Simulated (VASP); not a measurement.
# Be16H (a cell with a defect) in VASP: notebook

Runs on Be16H (a cell with a defect). Level: PBE. Tasks: single point.

Everything below comes from runs of VASP 6.6.1. Logs are shortened: lines on timing, memory, paths and dates and some standing lists are left out, and cuts for length are marked.

## 1. The cell of the first run

The cell holds a defect, 17 atoms: a = 4.580 Å, b = 3.966 Å, c = 7.177 Å, α = 90.00°, β = 90.00°, γ = 90.00°.

## 2. Single point, PBE

Input file INCAR:

```
SYSTEM = Be16H
PREC = Accurate ; ENCUT = 520
EDIFF = 1E-7 ; ISMEAR = 0
SIGMA = 0.1 ; LREAL = Auto
LASPH = .TRUE. ; NELM = 100
ALGO = Normal ; ISIF = 2
LWAVE = .FALSE. ; LCHARG = .FALSE.
GGA = PE ; NBANDS = 30
```

Input file KPOINTS:

```
Automatic mesh
0
G
  5 5 3
  0 0 0
```

Input file POSCAR:

```
Be16H
1.0
   -2.2900000000     -3.9663960000      0.0000000000
    3.4350000000     -1.9831980000      0.0000000000
    0.0000000000      0.0000000000      7.1768600000
Be H
16 1
Direct
    0.7506838608      0.5008990437     -0.0026352847
    0.5074397145      0.3382232498      0.2468834540
    0.7506555056      0.5010498937      0.5007950184
    0.5010105264      0.3346702298      0.7496548686
    0.5009907484     -0.0019286030      0.0007419166
    0.2506717425      0.8247449784      0.2470693573
    0.5074359813     -0.0054889227      0.5035140094
    0.2506936046      0.8370806384      0.7523630167
    0.2506690892      0.4956085373     -0.0019410122
   -0.0061152110      0.3382049708      0.2468800223
    0.2506576515      0.5077412109      0.5033389147
    0.0003205524      0.3346434340      0.7496607342
    0.0003390201     -0.0019677582      0.0007326386
    0.7506550820      0.8316103501      0.2495476446
   -0.0061170918     -0.0055469174      0.5035059480
    0.7506733324      0.8318071713      0.7530386877
    0.2507277910      0.1660131931      0.3752886657
```

Potentials or basis: VASP PAW PBE potentials, release 64 (Be, H).

Run with:

```bash
$ cat potpaw_PBE.64/Be/POTCAR potpaw_PBE.64/H/POTCAR > POTCAR
$ mpirun -np 1 vasp_std > vasp.out
```

OUTCAR:

```text
SYSTEM = Be16H
   PREC = Accurate
   ENCUT = 520
   EDIFF = 1E-7
   ISMEAR = 0
   LREAL = Auto
   LASPH = .TRUE.
   NELM = 100
   ISIF = 2
   GGA = PE

 ion  position               nearest neighbor table
   1  0.751  0.501  0.997-  16 2.19  10 2.21   2 2.21  12 2.21   4 2.21  14 2.24  13 2.28   5 2.28
                             9 2.29   9 2.29   5 2.30  13 2.30
   2  0.507  0.338  0.247-   1 2.21   5 2.22   9 2.23  10 2.23   3 2.23  14 2.25   6 2.26  11 2.29
                             7 2.29  14 2.30   6 2.35  10 2.35
   3  0.751  0.501  0.501-   4 2.22  12 2.22  14 2.23   2 2.23  10 2.23  16 2.24  15 2.25   7 2.25
                            11 2.29  11 2.29   7 2.30  15 2.30
   4  0.501  0.335  0.750-   9 2.21   1 2.21  11 2.22   3 2.22   7 2.22   5 2.24  16 2.28   8 2.28
                            12 2.29  12 2.29   8 2.30  16 2.30
   5  0.501  0.998  0.001-   8 2.21  16 2.21   6 2.22  14 2.22   2 2.22   4 2.24   1 2.28   9 2.28
                            13 2.29  13 2.29   1 2.30   9 2.30
   6  0.251  0.825  0.247-  17 1.64   9 2.21   5 2.22  13 2.22  11 2.23   2 2.26  10 2.26  15 2.29
                             7 2.29  14 2.29  14 2.29  10 2.35   2 2.35
   7  0.507  0.995  0.504-  16 2.21   4 2.22   8 2.23  15 2.23  14 2.23   3 2.25  11 2.26   6 2.29
                             2 2.29   3 2.30  11 2.35  15 2.35
   8  0.251  0.837  0.752-   5 2.21  13 2.21  11 2.21   9 2.22   7 2.23  15 2.23   4 2.28  12 2.28
                            16 2.29  16 2.29   4 2.30  12 2.30
   9  0.251  0.496  0.998-   6 2.21   4 2.21  12 2.21   8 2.22   2 2.23  10 2.23   5 2.28  13 2.28
                             1 2.29   1 2.29  13 2.30   5 2.30
  10  0.994  0.338  0.247-   1 2.21  13 2.22   9 2.23   2 2.23   3 2.23  14 2.25   6 2.26  11 2.29
                            15 2.29  14 2.30   6 2.35   2 2.35
  11  0.251  0.508  0.503-  17 1.64   8 2.21   4 2.22  12 2.22   6 2.23  15 2.26   7 2.26   2 2.29
                            10 2.29   3 2.29   3 2.29   7 2.35  15 2.35
  12  0.000  0.335  0.750-   9 2.21   1 2.21  11 2.22   3 2.22  15 2.22  13 2.24  16 2.28   8 2.28
                             4 2.29   4 2.29  16 2.30   8 2.30
  13  0.000  0.998  0.001-   8 2.21  16 2.21   6 2.22  14 2.22  10 2.22  12 2.24   1 2.28   9 2.28
                             5 2.29   5 2.29   9 2.30   1 2.30
  14  0.751  0.832  0.250-   5 2.22  13 2.22   3 2.23  15 2.23   7 2.23   1 2.24   2 2.25  10 2.25
                             6 2.29   6 2.29  10 2.30   2 2.30
  15  0.994  0.994  0.504-  16 2.21  12 2.22   8 2.23   7 2.23  14 2.23   3 2.25  11 2.26   6 2.29
                            10 2.29   3 2.30  11 2.35   7 2.35
  16  0.751  0.832  0.753-   1 2.19  15 2.21   7 2.21  13 2.21   5 2.21   3 2.24   4 2.28  12 2.28
                             8 2.29   8 2.29  12 2.30   4 2.30
  17  0.251  0.166  0.375-   6 1.64  11 1.64

  LATTYP: Found a simple orthorhombic cell.
 ALAT       =     3.9663962620
 B/A-ratio  =     1.1547004875
 C/A-ratio  =     1.8094157835

  Lattice vectors:

 A1 = (  -3.4350000000,   1.9831980000,   0.0000000000)
 A2 = (  -2.2900000000,  -3.9663960000,   0.0000000000)
 A3 = (   0.0000000000,   0.0000000000,   7.1768600000)

Analysis of symmetry for initial positions (statically):
=====================================================================
 Subroutine PRICEL returns:
 Original cell was already a primitive cell.

 Routine SETGRP: Setting up the symmetry group for a
 simple orthorhombic supercell.

 Subroutine GETGRP returns: Found  1 space group operations
 (whereof  1 operations were pure point group operations)
 out of a pool of  8 trial point group operations.

The static configuration has the point symmetry C_1 .

Analysis of symmetry for dynamics (positions and initial velocities):
=====================================================================
 Subroutine PRICEL returns:
 Original cell was already a primitive cell.

 Routine SETGRP: Setting up the symmetry group for a
 simple orthorhombic supercell.

 Subroutine GETGRP returns: Found  1 space group operations
 (whereof  1 operations were pure point group operations)
 out of a pool of  8 trial point group operations.

The dynamic configuration has the point symmetry C_1 .

 Subroutine INISYM returns: Found  1 space group operations
 (whereof  1 operations are pure point group operations),
 and found     1 'primitive' translations

----------------------------------------------------------------------------------------

                                     Primitive cell

  volume of cell :     130.3755

  direct lattice vectors                    reciprocal lattice vectors
    -2.290000000 -3.966396000  0.000000000    -0.109170306 -0.189088533  0.000000000
     3.435000000 -1.983198000  0.000000000     0.218340611 -0.126059022  0.000000000
     0.000000000  0.000000000  7.176860000     0.000000000  0.000000000  0.139336702

  length of vectors
     4.579999697  3.966396262  7.176860000     0.218340626  0.252118027  0.139336702

  position of ions in fractional coordinates (direct lattice)
     0.750683861  0.500899044  0.997364715
     0.507439715  0.338223250  0.246883454
     0.750655506  0.501049894  0.500795018
     0.501010526  0.334670230  0.749654869
     0.500990748  0.998071397  0.000741917
     0.250671743  0.824744978  0.247069357
[... 9 lines left out ...]
     0.750673332  0.831807171  0.753038688
     0.250727791  0.166013193  0.375288666

  ion indices of the primitive-cell ions
   primitive index   ion index
                 1           1
                 2           2
                 3           3
                 4           4
                 5           5
                 6           6
[... 9 lines left out ...]
                16          16
                17          17

----------------------------------------------------------------------------------------

 KPOINTS: Automatic mesh

Automatic generation of k-mesh.
 Grid dimensions read from file:
 generate k-points for:    5    5    3

 Generating k-lattice:

  Cartesian coordinates                     Fractional coordinates (reciprocal lattice)
    -0.021834061 -0.037817707  0.000000000     0.200000000  0.000000000  0.000000000
     0.043668122 -0.025211804  0.000000000     0.000000000  0.200000000  0.000000000
     0.000000000  0.000000000  0.046445567     0.000000000  0.000000000  0.333333333

  Length of vectors
     0.043668125  0.050423605  0.046445567

  Shift w.r.t. Gamma in fractional coordinates (k-lattice)
     0.000000000  0.000000000  0.000000000

 Subroutine IBZKPT returns following result:
 ===========================================

 Found     38 irreducible k-points:

 Following reciprocal coordinates:
            Coordinates               Weight
  0.000000  0.000000  0.000000      1.000000
  0.200000  0.000000  0.000000      2.000000
  0.400000  0.000000  0.000000      2.000000
  0.000000  0.200000  0.000000      2.000000
  0.200000  0.200000  0.000000      2.000000
 -0.200000  0.200000  0.000000      2.000000
[... 16 lines left out ...]
  0.200000 -0.200000 -0.333333      2.000000
 -0.200000 -0.200000  0.333333      2.000000
 [... further k-points ...]
   k-points           NKPTS =     38   k-points in BZ     NKDIM =     38   number of bands    NBANDS=     30
   number of dos      NEDOS =    301   number of ions     NIONS =     17
   total plane-waves  NPLWV =  58320
   dimension x,y,z NGX =    36 NGY =   30 NGZ =   54
   dimension x,y,z NGXF=    72 NGYF=   60 NGZF=  108
   ions per type =              16   1
   NGX,Y,Z   is equivalent  to a cutoff of  13.07, 12.57, 12.51 a.u.
   NGXF,Y,Z  is equivalent  to a cutoff of  26.13, 25.15, 25.02 a.u.
 SYSTEM =  Be16H
   PREC   = accura    normal or accurate (medium, high low for compatibility)
   ISTART =      0    job   : 0-new  1-cont  2-samecut
   ICHARG =      2    charge: 1-file 2-atom 10-const
   ISPIN  =      1    spin polarized calculation?
   LNONCOLLINEAR =      F non collinear calculations
   LSORBIT =      F    spin-orbit coupling
   LASPH  =      T    aspherical Exc in radial PAW
   ENCUT  =  520.0 eV  38.22 Ry    6.18 a.u.   8.52  7.37 13.34*2*pi/ulx,y,z
   NELM   =    100;   NELMIN=  2; NELMDL= -5     # of ELM steps
   EDIFF  = 0.1E-06   stopping-criterion for ELM
   LREAL  =      T    real-space projection
   EDIFFG = 0.1E-05   stopping-criterion for IOM
   NSW    =      0    number of steps for IOM
   IBRION =     -1    ionic relax: 0-MD 1-quasi-New 2-CG
   NFREE  =      0    steps in history (QN), initial steepest desc. (CG)
   ISIF   =      2    stress and relaxation
   ISYM   =      2    0-nonsym 1-usesym 2-fastsym
   POTIM  = 0.5000    time-step for ionic-motion
   TEBEG  =    0.0;   TEEND  =   0.0 temperature during run
   PSTRESS=    0.0 pullay stress
   NELECT =      33.0000    total number of electrons
   NUPDOWN=      -1.0000    fix difference up-down
   EMIN   =  10.00;   EMAX   =-10.00  energy-range for DOS
   EFERMI =   0.00;   METHOD = LEGACY
   ISMEAR =     0;   SIGMA  =   0.10  broadening in eV -4-tet -1-fermi 0-gaus
   EFERMI_NEDOS =   21; number of points for ismear=-14 and -15
   IALGO  =     38    algorithm
   IMIX   =      4    mixing-type and parameters
     AMIX     =   0.40;   BMIX     =  1.00
     AMIX_MAG =   1.60;   BMIX_MAG =  1.00
  volume/ion in A,a.u.               =       7.67        51.75
  Fermi-wavevector in a.u.,A,eV,Ry     =   1.035573  1.956950 14.591049  1.072412
  Thomas-Fermi vector in A             =   2.169923
   LORBIT       =      0    0 simple, 1 ext, 2 COOP (PROOUT), +10 PAW based schemes
   GGA     = PE    functional components
   LHFCALC =     F    Hartree Fock is set to
   AEXX    =    0.0000 exact exchange contribution
   IVDW    =     0    specifies the selected vdW correction
   LEPSILON=     F    determine dielectric tensor
   LRPA    =     F    only Hartree local field effects (RPA)
 non-spin polarized calculation
 Gauss-broadening in eV      SIGMA  =   0.10
  energy-cutoff  :      520.00
  volume of cell :      130.38
 maximum number of plane-waves:      3529
 NGX is ok and might be reduce to    36
   NGX = 17   NGY = 15   NGZ = 27

 number of electron      33.0000000 magnetization

 Free energy of the ion-electron system (eV)
  ---------------------------------------------------
  ext. energy  EPLUGINS =         0.00000000
  ---------------------------------------------------
  free energy    TOTEN  =       -61.76415650 eV

  energy without entropy =      -61.75513039  energy(sigma->0) =      -61.75964344

 E-fermi :   7.4385     XC(G=0): -10.5853

 val. band max:        7.4229457966   @ k =   0.4000   0.4000   0.0000
 cond. band min:       7.5098160996   @ k =   0.0000   0.2000   0.3333
 fundamental gap:      0.0868703030
 Fermi energy:         7.4385193153

 k-point     1 :       0.0000    0.0000    0.0000
  band No.  band energies     occupation
      1      -5.2036      2.00000
      2      -3.0276      2.00000
      3      -2.1744      2.00000
      4      -0.2043      2.00000
      5       0.9693      2.00000
      6       1.5430      2.00000
[... 20 lines left out ...]
     27      10.3277      0.00000
     28      10.3627      0.00000

 k-point     2 :       0.2000    0.0000    0.0000
  band No.  band energies     occupation
      1      -5.0434      2.00000
      2      -2.8979      2.00000
      3      -1.9589      2.00000
      4      -1.2077      2.00000
      5       0.4686      2.00000
      6       1.1996      2.00000
[... 674 lines left out ...]
 k-point    24 :      -0.2000   -0.2000    0.3333
  band No.  band energies     occupation
      1      -4.7463      2.00000
      2      -3.1137      2.00000
      3      -1.4722      2.00000
      4      -0.2288      2.00000
      5       0.1383      2.00000
      6       0.4440      2.00000
[... 20 lines left out ...]
     27      12.0395      0.00000
     28      12.7323      0.00000

 [... further k-points ...]

 [bands above 28 left out]

------------------------ aborting loop because EDIFF is reached ----------------------------------------

  FORCE on cell =-STRESS in cart. coord.  units (eV):
  Direction    XX          YY          ZZ          XY          YZ          ZX
  --------------------------------------------------------------------------------------
  -------------------------------------------------------------------------------------
  Total        0.2955186      1.1254447     -1.8021955      0.7186647      0.0059802     -0.0113252
  in kB        3.6316118     13.8305272    -22.1470787      8.8316304      0.0734905     -0.1391743
  external PRESSURE =      -1.5616466 kB  Pullay stress =       0.0000000 kB

 VOLUME and BASIS-vectors are now :
 -----------------------------------------------------------------------------
  energy-cutoff  :      520.00
  volume of cell :      130.38
      direct lattice vectors                 reciprocal lattice vectors
    -2.290000000 -3.966396000  0.000000000    -0.109170306 -0.189088533  0.000000000
     3.435000000 -1.983198000  0.000000000     0.218340611 -0.126059022  0.000000000
     0.000000000  0.000000000  7.176860000     0.000000000  0.000000000  0.139336702

 POSITION                                       TOTAL-FORCE (eV/Angst)
 -----------------------------------------------------------------------------------
      0.00152     -3.97089      7.15795        -0.001123      0.001555      0.001870
     -0.00024     -2.68347      1.77185         0.003076     -0.003795      0.001834
      0.00211     -3.97108      3.59414        -0.000987      0.000298     -0.001049
      0.00228     -2.65092      5.38017         0.000395     -0.000191     -0.002290
      2.28111     -3.96650      0.00532        -0.001779      0.000396      0.002701
      2.25896     -2.62990      1.77318        -0.006742      0.004259      0.004360
[... 9 lines left out ...]
      1.13822     -4.62711      5.40445         0.001377     -0.000958     -0.002714
     -0.00391     -1.32372      2.69339         0.001386      0.000196     -0.001254
 -----------------------------------------------------------------------------------
    total drift:                                0.000337      0.000609      0.000547

  FREE ENERGIE OF THE ION-ELECTRON SYSTEM (eV)
  ---------------------------------------------------
  free  energy   TOTEN  =       -61.7641565017 eV

  energy  without entropy=      -61.7551303871  energy(sigma->0) =      -61.75964344
```

Run time: 2.6 min. Hardware: 1 thread of Intel Xeon 6975P-C (Granite Rapids), shared host; peak memory 0.27 GiB.

What came out:

```
Free energy   : -61.7642 eV
Pressure      : -0.2 GPa
Largest force : 0.010 eV/Å
```

Forces on the atoms (eV/Å):
```
Be  -0.001  0.002  0.002
Be   0.003 -0.004  0.002
Be  -0.001  0.000 -0.001
Be   0.000  0.000 -0.002
Be  -0.002  0.000  0.003
Be  -0.007  0.004  0.004
Be  -0.006  0.001 -0.001
Be  -0.001  0.001 -0.005
Be   0.001  0.000  0.003
Be   0.005 -0.001  0.002
Be   0.008 -0.005 -0.004
Be   0.001 -0.001 -0.003
Be  -0.001  0.001  0.004
Be   0.001 -0.001  0.002
Be  -0.003  0.003 -0.002
Be   0.001 -0.001 -0.003
H    0.001  0.000 -0.001
```

Stress tensor (GPa, compression positive):
```
 0.36  0.88 -0.01
 0.88  1.38  0.01
-0.01  0.01 -2.21
```

## 3. Single point, PBE

Input file INCAR:

```
PREC = Accurate ; ENCUT = 520
EDIFF = 1E-6 ; ISMEAR = 0
SIGMA = 0.1 ; LREAL = Auto
LASPH = True ; NELM = 80
ALGO = Normal ; ISIF = 2
LWAVE = False ; LCHARG = False
GGA = PE ; NBANDS = 30
```

Input file KPOINTS:

```
Automatic mesh
0
Gamma
  5 5 3
```

Input file POSCAR:

```
Be16H
1.0
   -2.2900000000     -3.9663960000      0.0000000000
    3.4350000000     -1.9831980000      0.0000000000
    0.0000000000      0.0000000000      7.1768600000
Be H
16 1
Direct
    0.7508173483      0.5016331326     -0.0006775665
    0.5072091920      0.3391343440      0.2533403990
    0.7506216756      0.5013328714      0.5028340153
    0.5009087005      0.3353623537      0.7506357271
    0.5072824994     -0.0056992234     -0.0033541482
    0.2501178788      0.8257036525      0.2530586481
    0.5009072044     -0.0014386767      0.4994012138
    0.2505084671      0.8379388411      0.7479143474
    0.2501006242      0.5089203600     -0.0030969988
   -0.0063810045      0.3383646175      0.2532328249
    0.2505078791      0.4962578791      0.5021179619
    0.0001994030      0.3353393317      0.7505792379
   -0.0064656486     -0.0049191422     -0.0032662136
    0.7508185432      0.8322124015      0.2505243593
    0.0002012623     -0.0014095242      0.4994454088
    0.7506207310      0.8324226016      0.7471684143
    0.2515665544      0.1682796299      0.1253860391
```

Potentials or basis: VASP PAW PBE potentials, release 64 (Be, H).

Run with:

```bash
$ cat potpaw_PBE.64/Be/POTCAR potpaw_PBE.64/H/POTCAR > POTCAR
$ mpirun -np 1 vasp_std > vasp.out
```

It took 2.1 min on 1 thread of Intel Xeon 6975P-C (Granite Rapids), shared host; peak memory 0.27 GiB.

It converged, with:

| Quantity | Value |
| --- | --- |
| Free energy | -61.7641 eV |
| Pressure | -0.2 GPa |
| Largest force | 0.012 eV/Å |

Forces on the atoms (eV/Å):
```
Be   0.002  0.008  0.003
Be  -0.003  0.000 -0.006
Be   0.002  0.001 -0.002
Be   0.000  0.002  0.001
Be   0.010 -0.005  0.005
Be  -0.010 -0.003  0.000
Be   0.002  0.001 -0.001
Be  -0.004  0.002 -0.001
Be  -0.005 -0.007  0.002
Be   0.006 -0.007  0.001
Be   0.002 -0.001  0.000
Be  -0.002  0.000  0.000
Be  -0.002 -0.004 -0.001
Be   0.003  0.007  0.001
Be   0.001 -0.001  0.000
Be   0.000  0.001  0.001
H   -0.001  0.006 -0.005
```

Stress tensor (GPa, compression positive):
```
 0.36  0.89  0.01
 0.89  1.39 -0.01
 0.01 -0.01 -2.22
```

Levels at points of the mesh, in eV from the Fermi level:
| k point | band 12 | band 13 | band 14 | band 15 | band 16 | band 17 | band 18 | band 19 | band 20 | band 21 |
| --- | --- | --- | --- | --- | --- | --- | --- | --- | --- | --- |
| (0.00, 0.00, 0.00) | -4.26 | -4.16 | -3.70 | -0.07 | -0.04 | 0.28 | 0.38 | 0.73 | 1.00 | 1.01 |

(Continued in part 2 of 2.)
